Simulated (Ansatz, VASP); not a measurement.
**In: VASP beside Ansatz**

```
CELL_PARAMETERS angstrom
3.32679 0.00000 0.00000
-1.66339 2.88108 0.00000
0.00000 0.00000 10.88382
ATOMIC_POSITIONS crystal
In 0.00000 0.00000 0.00000
In 0.33333 0.66667 0.25000
In 0.00000 0.00000 0.50000
In 0.66667 0.33333 0.75000
```

Alike in both runs: functional PBE; dispersion D3(BJ); k mesh 12 × 12 × 4; occupations gaussian, width 0.1 eV; no spin polarisation.

Ansatz relaxed the structure, and its values are those at the end. VASP's run is a single point on that final structure, the one shown.

```csv
,VASP,Ansatz
version,VASP 6.6.1,Ansatz 0.2.0
potentials or method,"VASP PAW PBE potentials, release 64 (In_d), cutoff 520 eV","scalar-relativistic, plane waves, PAW"
valence electrons in the cell,52,52
```

|  | VASP | Ansatz | Ansatz less VASP |
| --- | --- | --- | --- |
| gap on the k mesh at the Fermi level (eV) | none | none | - |
| pressure (GPa) | 0.0 | 0.0 | +0.03 |

A gap of «none» marks a metal or a gap that the smearing closes.
